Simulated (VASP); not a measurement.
Crystal: Zn.

```
Zn
1.0
     1.39021    2.40791    0.00000
    -1.39021    2.40791    0.00000
     0.00000    0.00000    9.00394
Zn
4
Cartesian
  0.0000 0.0000 0.0000
  0.0000 0.0000 4.5020
  0.0000 1.6053 6.7530
  0.0000 3.2105 2.2510
```

```yaml
Program: VASP 6.6.1
Task: relaxation of cell and atoms
Functional: PBE
Potentials_or_basis: VASP PAW PBE potentials, release 64 (Zn)
Cutoff: 600 eV
k_mesh: 7 × 7 × 2
Occupations: fermi-dirac, width 0.0242 eV
Spin: no spin polarisation
```

At the start: pressure 0.8 GPa; volume 15.07 Å³/atom.

**Question.** How do energy, volume and symmetry change on relaxing?

**Answer.** Over 9 steps the energy falls by 28.4 meV/atom and the volume is 15.24 Å³/atom (+1.1 %); space group P6_3/mmc (No. 194, to 0.05 Å).

Step by step:
| step | energy change (eV) | largest force (eV/Å) | pressure (GPa) | volume (Å³) |
| --- | --- | --- | --- | --- |
| 1 | 0.0000 | 0.0000 | 0.82 | 60.28 |
| 2 | -0.0809 | 0.0000 | -0.50 | 60.93 |
| 3 | -0.0988 | 0.0000 | -2.17 | 62.61 |
| 4 | -0.0998 | 0.0000 | -2.02 | 62.91 |
| 5 | -0.1012 | 0.0000 | -2.06 | 62.76 |
| 6 | -0.0949 | 0.0000 | 1.61 | 60.13 |
| 7 | -0.1104 | 0.0000 | -0.55 | 61.61 |
| 8 | -0.1136 | 0.0000 | -0.12 | 61.01 |
| 9 | -0.1136 | 0.0000 | 0.02 | 60.95 |

Final structure:
```yaml
crystal:
  lattice:
    - [1.32826, 2.30062, 0.00000]
    - [-1.32826, 2.30062, 0.00000]
    - [0.00000, 0.00000, 9.97294]
  atoms:
    - { symbol: Zn, position: [0.00000, 0.00000, 0.00000] }
    - { symbol: Zn, position: [0.00000, 0.00000, 0.50000] }
    - { symbol: Zn, position: [0.33333, 0.33334, 0.75000] }
    - { symbol: Zn, position: [0.66666, 0.66667, 0.25000] }
```

Caveat: the k points lie up to 0.39 Å⁻¹ apart in the final cell.
